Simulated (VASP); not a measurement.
# Co (P6_3/mmc) in VASP: further runs

Co is run at these levels: PBE, PBEsol+D4, BLYP+D3(BJ); tasks: single point.

Program: VASP 6.6.1. These are calculated values, not measurements. Logs are shortened: lines on timing, memory, paths and dates and some standing lists are left out, and cuts for length are marked.

### Step 1. The cell of the first run

It takes space group P6_3/mmc (No. 194, hexagonal). Conventional cell: a = 2.472 Å, b = 2.472 Å, c = 4.021 Å, α = 90.00°, β = 90.00°, γ = 120.00°. Within 3.3 Å of Co (site symmetry -6m2) lie 12 Co at 2.47 Å.

### Step 2. Single point, PBE, collinear spin, ferromagnetic start

File INCAR:

```
SYSTEM = Co
PREC = Accurate
ENCUT = 520
EDIFF = 1E-7
ISMEAR = 0
SIGMA = 0.026000000000000002
LREAL = .False.
LASPH = .True.
NELM = 150
ALGO = Fast
ISIF = 2
LWAVE = .False.
LCHARG = .False.
ISPIN = 2
MAGMOM = 2 2
LORBIT = 11
LMAXMIX = 4
GGA = PE
NBANDS = 20
```

File KPOINTS:

```
regular mesh
0
Gamma
  12 12 7
  0 0 0
```

File POSCAR:

```
Co
1.0
    2.4719999032      0.0000000000      0.0000000000
   -1.2359999516      2.1408147143      0.0000000000
    0.0000000000      0.0000000000      4.0211440800
Co
2
Direct
    0.6666666667      0.3333333333      0.7500000000
    0.3333333333      0.6666666667      0.2500000000
```

Potentials or basis: VASP PAW PBE potentials, release 64 (Co).

Run with:

```bash
cat potpaw_PBE.64/Co/POTCAR > POTCAR
mpirun -np 1 vasp_std > vasp.out
```

OUTCAR:

```text
SYSTEM = Co
   PREC = Accurate
   ENCUT = 520
   EDIFF = 1E-7
   ISMEAR = 0
   LREAL = .False.
   LASPH = .True.
   NELM = 150
   ISIF = 2
   ISPIN = 2
   LORBIT = 11
   GGA = PE

 ion  position               nearest neighbor table
   1  0.667  0.333  0.750-   2 2.47   2 2.47   2 2.47   2 2.47   2 2.47   2 2.47
   2  0.333  0.667  0.250-   1 2.47   1 2.47   1 2.47   1 2.47   1 2.47   1 2.47

  LATTYP: Found a hexagonal cell.
 ALAT       =     2.4719999032
 C/A-ratio  =     1.6266764715

  Lattice vectors:

 A1 = (   2.4719999032,   0.0000000000,   0.0000000000)
 A2 = (  -1.2359999516,   2.1408147143,   0.0000000000)
 A3 = (   0.0000000000,   0.0000000000,   4.0211440800)

Analysis of symmetry for initial positions (statically):
=====================================================================
 Subroutine PRICEL returns:
 Original cell was already a primitive cell.

 Routine SETGRP: Setting up the symmetry group for a
 hexagonal supercell.

 Subroutine GETGRP returns: Found 24 space group operations
 (whereof 12 operations were pure point group operations)
 out of a pool of 24 trial point group operations.

The static configuration has the point symmetry D_3d.
 The point group associated with its full space group is D_6h.

Analysis of symmetry for dynamics (positions and initial velocities):
=====================================================================
 Subroutine PRICEL returns:
 Original cell was already a primitive cell.

 Routine SETGRP: Setting up the symmetry group for a
 hexagonal supercell.

 Subroutine GETGRP returns: Found 24 space group operations
 (whereof 12 operations were pure point group operations)
 out of a pool of 24 trial point group operations.

The dynamic configuration has the point symmetry D_3d.
 The point group associated with its full space group is D_6h.

Analysis of structural, dynamic, and magnetic symmetry:
=====================================================================
 Subroutine PRICEL returns:
 Original cell was already a primitive cell.

 Routine SETGRP: Setting up the symmetry group for a
 hexagonal supercell.

 Subroutine GETGRP returns: Found 24 space group operations
 (whereof 12 operations were pure point group operations)
 out of a pool of 24 trial point group operations.

The overall configuration has the point symmetry D_3d.
 The point group associated with its full space group is D_6h.

 Subroutine INISYM returns: Found 24 space group operations
 (whereof 12 operations are pure point group operations),
 and found     1 'primitive' translations

----------------------------------------------------------------------------------------

[... 113 lines left out ...]
  volume/ion in A,a.u.               =      10.64        71.80
  Fermi-wavevector in a.u.,A,eV,Ry     =   1.548246  2.925761 32.614055  2.397065
  Thomas-Fermi vector in A             =   2.653224
   LORBIT       =     11    0 simple, 1 ext, 2 COOP (PROOUT), +10 PAW based schemes
   GGA     = PE    functional components
   LHFCALC =     F    Hartree Fock is set to
   AEXX    =    0.0000 exact exchange contribution
   IVDW    =     0    specifies the selected vdW correction
   LEPSILON=     F    determine dielectric tensor
   LRPA    =     F    only Hartree local field effects (RPA)
 spin polarized calculation
 RMM-DIIS sequential band-by-band and
 Gauss-broadening in eV      SIGMA  =   0.03
  energy-cutoff  :      520.00
  volume of cell :       21.28
 maximum number of plane-waves:       585
   NGX =  9   NGY =  9   NGZ = 15

 number of electron      17.9999990 magnetization       3.2064777

 Free energy of the ion-electron system (eV)
  ---------------------------------------------------
  ext. energy  EPLUGINS =         0.00000000
  ---------------------------------------------------
  free energy    TOTEN  =       -14.06104885 eV

  energy without entropy =      -14.06035450  energy(sigma->0) =      -14.06070167

 E-fermi :  10.5199     XC(G=0): -13.5190

 val. band max:       10.5083013241   @ k =   0.0000   0.0000   0.1429
 cond. band min:      10.5244882123   @ k =   0.2500   0.0000   0.0000
 fundamental gap:      0.0161868881
 Fermi energy:        10.5198992736

 spin component 1

 k-point     1 :       0.0000    0.0000    0.0000
  band No.  band energies     occupation
      1       1.5099      1.00000
      2       5.3047      1.00000
      3       7.8630      1.00000
      4       7.9176      1.00000
      5       7.9176      1.00000
      6       8.2326      1.00000
[... 541 lines left out ...]
     19      34.0057      0.00000
     20      35.6392      0.00000

 [... further k-points ...]

 spin component 2

 k-point     1 :       0.0000    0.0000    0.0000
  band No.  band energies     occupation
      1       1.5120      1.00000
      2       6.2453      1.00000
      3       9.4871      1.00000
      4       9.5512      1.00000
      5       9.5512      1.00000
      6       9.9195      1.00000
[... 541 lines left out ...]
     19      34.3302      0.00000
     20      35.9764      0.00000

 [... further k-points ...]
[... 5 lines left out ...]
  --------------------------------------------------------------------------------------
  -------------------------------------------------------------------------------------
  Total        0.6673778      0.6673778      0.2425951     -0.0000000      0.0000000      0.0000000
  in kB       50.2464232     50.2464232     18.2648248     -0.0000000      0.0000000      0.0000000
  external PRESSURE =      39.5858904 kB  Pullay stress =       0.0000000 kB

 VOLUME and BASIS-vectors are now :
 -----------------------------------------------------------------------------
  energy-cutoff  :      520.00
  volume of cell :       21.28
      direct lattice vectors                 reciprocal lattice vectors
     2.471999903  0.000000000  0.000000000     0.404530760  0.233555943  0.000000000
    -1.235999952  2.140814714  0.000000000     0.000000000  0.467111887  0.000000000
     0.000000000  0.000000000  4.021144080     0.000000000  0.000000000  0.248685444

 POSITION                                       TOTAL-FORCE (eV/Angst)
 -----------------------------------------------------------------------------------
      1.23600      0.71360      3.01586         0.000000      0.000000      0.000000
     -0.00000      1.42721      1.00529        -0.000000      0.000000      0.000000
 -----------------------------------------------------------------------------------
    total drift:                                0.000000     -0.000000     -0.000000

  FREE ENERGIE OF THE ION-ELECTRON SYSTEM (eV)
  ---------------------------------------------------
  free  energy   TOTEN  =       -14.0610488467 eV

  energy  without entropy=      -14.0603545025  energy(sigma->0) =      -14.06070167

 total charge

# of ion       s       p       d       tot
------------------------------------------
    1        0.497   0.538   7.276   8.312
    2        0.497   0.538   7.276   8.312
--------------------------------------------------
tot          0.994   1.077  14.553  16.623

 magnetization (x)

# of ion       s       p       d       tot
------------------------------------------
    1       -0.015  -0.053   1.687   1.619
    2       -0.015  -0.053   1.687   1.619
--------------------------------------------------
tot         -0.029  -0.107   3.374   3.238
```

OSZICAR:

```text
N       E                     dE             d eps       ncg     rms          rms(c)
DAV:   1     0.845400213430E+02    0.84540E+02   -0.82339E+03  6464   0.124E+03
DAV:   2    -0.114879440071E+02   -0.96028E+02   -0.86503E+02  6152   0.217E+02
DAV:   3    -0.160422152162E+02   -0.45543E+01   -0.43577E+01  6924   0.566E+01
DAV:   4    -0.161109845890E+02   -0.68769E-01   -0.68719E-01  7452   0.616E+00
DAV:   5    -0.161130181741E+02   -0.20336E-02   -0.20335E-02  7168   0.101E+00    0.152E+01
RMM:   6    -0.144483137089E+02    0.16647E+01   -0.68167E+00  7248   0.279E+01    0.707E+00
RMM:   7    -0.141092797242E+02    0.33903E+00   -0.73849E-01  7178   0.975E+00    0.422E+00
RMM:   8    -0.140746851025E+02    0.34595E-01   -0.24529E-02  8175   0.103E+00    0.181E+00
RMM:   9    -0.140614991416E+02    0.13186E-01   -0.81845E-03  8635   0.480E-01    0.456E-01
RMM:  10    -0.140610541581E+02    0.44498E-03   -0.13311E-03  8110   0.321E-01    0.143E-01
RMM:  11    -0.140610393107E+02    0.14847E-04   -0.52177E-04  9223   0.135E-01    0.495E-02
RMM:  12    -0.140610487474E+02   -0.94367E-05   -0.86388E-05  8979   0.527E-02    0.355E-02
RMM:  13    -0.140610521729E+02   -0.34255E-05   -0.14914E-05  8362   0.399E-02    0.171E-02
RMM:  14    -0.140610490200E+02    0.31529E-05   -0.74725E-06  8475   0.218E-02    0.400E-03
RMM:  15    -0.140610488351E+02    0.18490E-06   -0.34399E-06  9455   0.884E-03    0.140E-03
RMM:  16    -0.140610488467E+02   -0.11602E-07   -0.21020E-07  5951   0.296E-03
   1 F= -.14061049E+02 E0= -.14060702E+02  d E =-.694344E-03  mag=     3.2065
```

It took 70 s on 1 thread of AMD EPYC 7R13 (Zen 3), shared host; peak memory 0.13 GiB.

Results:

| Item | Value |
| --- | --- |
| Free energy | -14.0610 eV |
| Pressure | 4.0 GPa |
| Net moment | 3.21 μB per cell |
| Site moments | Co +1.62 μB |
| Valence electrons inside the program's atomic spheres | Co 8.31 |

Stress tensor (GPa, compression positive):
```
5.02 0.00 0.00
0.00 5.02 0.00
0.00 0.00 1.83
```

(Continued in part 2 of 2.)
